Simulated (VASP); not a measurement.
HfO2: single point with r2SCAN

The system is HfO2.

```
Hf O
1.0
     0.00000    2.56246    2.56246
     2.56246    0.00000    2.56246
     2.56246    2.56246    0.00000
Hf O
1 2
Direct
  0.00000 0.00000 0.00000
  0.25000 0.25000 0.25000
  0.75000 0.75000 0.75000
```

This cell differs from its parent crystal: volume scaled by 1.040.

* Program: VASP 6.6.1
* Task: single point
* Functional: r2SCAN
* Potentials or basis: VASP PAW PBE potentials, release 64 (Hf_pv, O)
* Cutoff: 520 eV
* k mesh: 8 × 8 × 8
* Occupations: gaussian, width 0.05 eV
* Spin: no spin polarisation
* Dipole correction: no
* Further INCAR settings: ALGO = Normal; EDIFF = 1e-06; NBANDS = 18

- Pressure: -13.2 GPa
- Band gap on the k mesh: 4.20 eV, direct

Levels at points of the mesh, in eV from the valence-band top:
| k point | band 9 | band 10 | band 11 | band 12 | band 13 | band 14 |
| --- | --- | --- | --- | --- | --- | --- |
| (0.00, 0.00, 0.00) | -0.62 | -0.62 | -0.62 | 4.32 | 4.32 | 6.20 |
| (0.50, 0.00, 0.00) | -2.73 | -1.85 | -1.85 | 4.97 | 4.97 | 7.18 |
| (0.50, 0.50, 0.00) | -1.50 | -1.50 | 0.00 | 4.20 | 5.83 | 6.87 |

It took 73 s on 1 thread of AMD EPYC 9R45 (Zen 5) (shared host), peak memory 0.13 GiB.

Caveat: the PAW data sets were made with another functional, which shifts forces and pressure a little; spin-orbit coupling is left out, which moves the levels of the heavy elements. A k mesh can miss the band edges.
